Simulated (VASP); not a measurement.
Here is a VASP 6.6.1 calculation.

INCAR

```
SYSTEM = Sr
PREC = Accurate ; ENCUT = 600
EDIFF = 1E-6 ; ISMEAR = 0
SIGMA = 0.1 ; LREAL = .FALSE.
LASPH = .TRUE. ; NELM = 80
ALGO = Normal ; ISIF = 3
LWAVE = .FALSE. ; LCHARG = .FALSE.
GGA = PS ; IBRION = 2
NSW = 100 ; EDIFFG = -0.01
```

File KPOINTS:

```
Automatic mesh
0
G
  16 16 16
  0 0 0
```

Contents of POSCAR:

```
Sr
1.0
   -2.3289317206      2.3289317206      2.3289317206
    2.3289317206     -2.3289317206      2.3289317206
    2.3289317206      2.3289317206     -2.3289317206
Sr
1
Direct
    0.0000000000      0.0000000000      0.0000000000
```

Potentials or basis: VASP PAW PBE potentials, release 64 (Sr_sv).

Command:

```console
$ cat potpaw_PBE.64/Sr_sv/POTCAR > POTCAR
$ mpirun -np 1 vasp_std > vasp.out
```

Q: Estimate the space group after relaxing (to 0.1 Å).

A: Im-3m (No. 229).

Q: What does it give for the relaxed cell?

A: a = 4.048 Å, b = 4.048 Å, c = 4.048 Å, α = 109.47°, β = 109.47°, γ = 109.47°.

Q: Predict the relaxed volume.

A: 51.05 Å³/atom.

Final structure:
```cif
data_structure
_symmetry_space_group_name_H-M 'P 1'
_symmetry_Int_Tables_number 1
_cell_length_a 4.0477
_cell_length_b 4.0477
_cell_length_c 4.0477
_cell_angle_alpha 109.471
_cell_angle_beta 109.471
_cell_angle_gamma 109.471
_cell_volume 51.05
loop_
_atom_site_label
_atom_site_type_symbol
_atom_site_fract_x
_atom_site_fract_y
_atom_site_fract_z
_atom_site_occupancy
Sr1 Sr 0.00000 0.00000 0.00000 1
```

Caveat: the PAW data sets were made with another functional, which shifts forces and pressure a little.
